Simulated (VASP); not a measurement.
**Sb: single point with PBE**

The system is Sb.

```xyz
1
Lattice="0.1734 2.3885 2.4959 2.4173 0.0647 2.6045 2.3205 2.4004 0.1615" Properties=species:S:1:pos:R:3 pbc="T T T"
Sb    0.0000    0.0000    0.0000
```

- Program: VASP 6.6.1
- Task: single point
- Functional: PBE
- Potentials or basis: VASP PAW PBE potentials, release 64 (Sb)
- Cutoff: 500 eV
- k mesh: 7 × 7 × 7
- Occupations: fermi-dirac, width 0.05 eV
- Spin: no spin polarisation
- Dipole correction: no
- Further INCAR settings: ALGO = Normal; EDIFF = 1e-06; NBANDS = 8

```
Pressure               : 2.5 GPa
Band gap on the k mesh : zero (an odd number of electrons rules out a gap without spin polarisation)
```

Stress tensor (GPa, compression positive):
```
 1.16 -1.91 -0.77
-1.91  3.18 -0.69
-0.77 -0.69  3.10
```

Levels at points of the mesh, in eV from the Fermi level:
| k point | band 1 | band 2 | band 3 | band 4 | band 5 | band 6 | band 7 |
| --- | --- | --- | --- | --- | --- | --- | --- |
| (0.00, 0.00, 0.00) | -13.03 | 4.13 | 5.38 | 6.63 | 8.54 | 9.77 | 10.86 |

Run time: 28 s on 1 thread of Intel(R) Xeon(R) Platinum 8259CL CPU @ 2.50GHz (Skylake/Cascade Lake) (shared host), peak memory 0.17 GiB.

Caveat: spin-orbit coupling is left out, which moves the levels of the heavy elements.
